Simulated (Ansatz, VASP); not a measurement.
# CuW3: VASP beside Ansatz

The input INCAR:

```
PREC = Accurate
ENCUT = 520
EDIFF = 1E-6
ISMEAR = 0
SIGMA = 0.1
LREAL = F
LASPH = T
NELM = 100
ALGO = Fast
ISIF = 2
LWAVE = F
LCHARG = F
GGA = PE
NBANDS = 63
```

KPOINTS

```
regular mesh
0
Gamma
  4 4 4
```

The input POSCAR:

```
CuW3
1.0
    4.4515006365      0.0000000000      0.0000000000
    0.0000000000      5.5372072554      0.0000000000
    0.0000000000      0.0000000000      4.6843738389
Cu W
2 6
Direct
    0.0000000000      0.0000000000      0.6700000000
    0.5000000000      0.5000000000      0.3300000000
    0.0000000000      0.2500000000      0.1670000000
    0.0000000000      0.7500000000      0.1670000000
    0.5000000000      0.7500000000      0.8330000000
    0.5000000000      0.2500000000      0.8330000000
    0.5000000000      0.0000000000      0.3300000000
    0.0000000000      0.5000000000      0.6700000000
```

Input for Ansatz:

```yaml
crystal:
  lattice:
    - [4.4515006365, 0.0, 0.0]
    - [0.0, 5.5372072554, 0.0]
    - [0.0, 0.0, 4.6843738389]
  atoms:
    - { symbol: Cu, position: [0.0, 0.0, 0.67] }
    - { symbol: Cu, position: [0.5, 0.5, 0.33] }
    - { symbol: W, position: [0.0, 0.25, 0.167] }
    - { symbol: W, position: [0.0, 0.75, 0.167] }
    - { symbol: W, position: [0.5, 0.75, 0.833] }
    - { symbol: W, position: [0.5, 0.25, 0.833] }
    - { symbol: W, position: [0.5, 0.0, 0.33] }
    - { symbol: W, position: [0.0, 0.5, 0.67] }
basis:
  ecutwfc: 420
kpoints:
  mp_grid: { grid: [4, 4, 4] }
hamiltonian:
  xc: pbe
scf:
  occupations: { method: gaussian, width: 0.1 }
  lower_state_search: "off"
output:
  forces: true
  stress: true
  eigenvalues: true
```

Alike in both runs: task single point; functional PBE; k mesh 4 × 4 × 4; occupations gaussian, width 0.1 eV; no spin polarisation.

|  | VASP | Ansatz |
| --- | --- | --- |
| version | VASP 6.6.1 | Ansatz 0.2.0 |
| potentials or method | VASP PAW PBE potentials, release 64 (Cu, W_sv), cutoff 520 eV | scalar-relativistic, plane waves, PAW |
| valence electrons in the cell | 106 | 122 |

VASP gave:

```
gap on the k mesh at the Fermi level (eV)                     : none
pressure (GPa)                                                : 16.1
traceless stress, the component that is largest in VASP (GPa) : 3.07
rms of the force components (eV/Å)                            : 0.419
```

Q: Which values does Ansatz return?

A: gap on the k mesh at the Fermi level (eV): none; pressure (GPa): 15.4; traceless stress, the component that is largest in VASP (GPa): 3.07; rms of the force components (eV/Å): 0.416.

Atom by atom the forces differ by 0.006 eV/Å (rms over components). A gap of «none» marks a metal or a gap that the smearing closes. VASP's potentials hold 106 valence electrons a cell and Ansatz's 122, so a difference there can come from the potentials and not from the codes.

Neither program's run includes spin-orbit coupling.
